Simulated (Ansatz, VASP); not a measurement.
## Mg6F in VASP and in Ansatz

The input INCAR:

```
PREC     = Accurate       # precision mode
ENCUT    = 520            # plane-wave cutoff, eV
EDIFF    = 1E-7           # SCF threshold, eV
ISMEAR   = 0              # smearing method
SIGMA    = 0.1            # smearing width, eV
LREAL    = False          # projectors in reciprocal space
LASPH    = True           # aspherical terms in the spheres
NELM     = 60             # most SCF steps
ALGO     = Normal         # electronic algorithm
ISIF     = 2              # what is computed and relaxed
LWAVE    = False          # write WAVECAR
LCHARG   = False          # write CHGCAR
LDIPOL   = True         
IDIPOL   = 3            
DIPOL    = 0.5 0.5 0.321
GGA      = PE             # functional
NBANDS   = 18             # bands
```

KPOINTS

```
regular mesh
0
Gamma
  9 4 1
```

The input POSCAR:

```
Mg6F
1.0
    3.2034417932      0.0000000000      0.0000000000
   -1.6017208966      7.8153198520      0.0000000000
    0.0000000000      0.0000000000     20.9851131634
Mg F
6 1
Direct
    0.8493879956      0.6987759913      0.1906113143
    0.5210014932      0.0420029864      0.2197581863
    0.1926149907      0.3852299814      0.2489050583
    0.3710660944      0.7414803149      0.3283003664
    0.0426232582      0.0834482649      0.3542380799
    0.7128162912      0.4251093731      0.3805132287
    0.7128162912      0.5501093731      0.5249012992
```

Input for Ansatz:

```yaml
crystal:
  lattice:
    - [3.2034417932, 0.0, 0.0]
    - [-1.6017208966, 7.815319852, 0.0]
    - [0.0, 0.0, 20.9851131634]
  atoms:
    - { symbol: Mg, position: [0.8493879956, 0.6987759913, 0.1906113143] }
    - { symbol: Mg, position: [0.5210014932, 0.0420029864, 0.2197581863] }
    - { symbol: Mg, position: [0.1926149907, 0.3852299814, 0.2489050583] }
    - { symbol: Mg, position: [0.3710660944, 0.7414803149, 0.3283003664] }
    - { symbol: Mg, position: [0.0426232582, 0.0834482649, 0.3542380799] }
    - { symbol: Mg, position: [0.7128162912, 0.4251093731, 0.3805132287] }
    - { symbol: F, position: [0.7128162912, 0.5501093731, 0.5249012992] }
basis:
  ecutwfc: 420
kpoints:
  mp_grid: { grid: [9, 4, 1] }
hamiltonian:
  xc: pbe
scf:
  occupations: { method: gaussian, width: 0.1 }
output:
  forces: true
  eigenvalues: true
efield:
  axis: 3
  dipole_correction: true
  ramp_width: 0.04
```

Alike in both runs: task single point; functional PBE; k mesh 9 × 4 × 1; occupations gaussian, width 0.1 eV; no spin polarisation.

```csv
,VASP,Ansatz
version,VASP 6.6.1,Ansatz 0.2.0
potentials or method,"VASP PAW PBE potentials, release 64 (Mg, F), cutoff 520 eV","scalar-relativistic, plane waves, PAW"
valence electrons in the cell,19,67
```

|  | VASP | Ansatz | Ansatz less VASP |
| --- | --- | --- | --- |
| gap on the k mesh at the Fermi level (eV) | none | none | - |
| rms of the force components (eV/Å) | 0.399 | 0.401 | +0.0018 |

Atom by atom the forces differ by 0.003 eV/Å (rms over components). A gap of «none» marks a metal or a gap that the smearing closes. VASP's potentials hold 19 valence electrons a cell and Ansatz's 67, so a difference there can come from the potentials and not from the codes.
